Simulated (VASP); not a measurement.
Here is a VASP 6.6.1 calculation.

File INCAR:

```
SYSTEM = BaTiO3
PREC = Accurate ; ENCUT = 520
EDIFF = 1E-6 ; ISMEAR = -1
SIGMA = 0.08 ; LREAL = .FALSE.
LASPH = .TRUE. ; NELM = 80
ALGO = Normal ; ISIF = 2
LWAVE = .FALSE. ; LCHARG = .FALSE.
GGA = PS ; NBANDS = 28
```

KPOINTS

```
Automatic mesh
0
G
  7 7 7
  0 0 0
```

POSCAR

```
BaTiO3
1.0
    3.9181485176      0.0000000000      0.0000000000
    0.0000000000      3.9181485176      0.0000000000
    0.0000000000      0.0000000000      3.9359769848
Ba Ti O
1 1 3
Direct
    0.0000000000      0.0000000000      0.0000000000
    0.5000000000      0.5000000000      0.4820000000
    0.5000000000      0.5000000000      0.0160000000
    0.5000000000      0.0000000000      0.5150000000
    0.0000000000      0.5000000000      0.5150000000
```

Potentials or basis: VASP PAW PBE potentials, release 64 (Ba_sv, Ti_sv, O).

Command:

```bash
$ cat potpaw_PBE.64/Ba_sv/POTCAR potpaw_PBE.64/Ti_sv/POTCAR potpaw_PBE.64/O/POTCAR > POTCAR
$ mpirun -np 1 vasp_std > vasp.out
```

Task: Estimate the band gap on the k mesh.

Result: 1.95 eV (least direct gap 2.13 eV).

Task: Predict the largest force.

Result: 0.430 eV/Å.

Forces in eV/Å, atoms in the order of the input:
```
Ba   0.000  0.000 -0.044
Ti   0.000  0.000  0.430
O    0.000  0.000 -0.129
O    0.000  0.000 -0.129
O    0.000  0.000 -0.129
```

Caveat: the PAW data sets were made with another functional, which shifts forces and pressure a little; spin-orbit coupling is left out, which moves the levels of the heavy elements. A k mesh can miss the band edges.
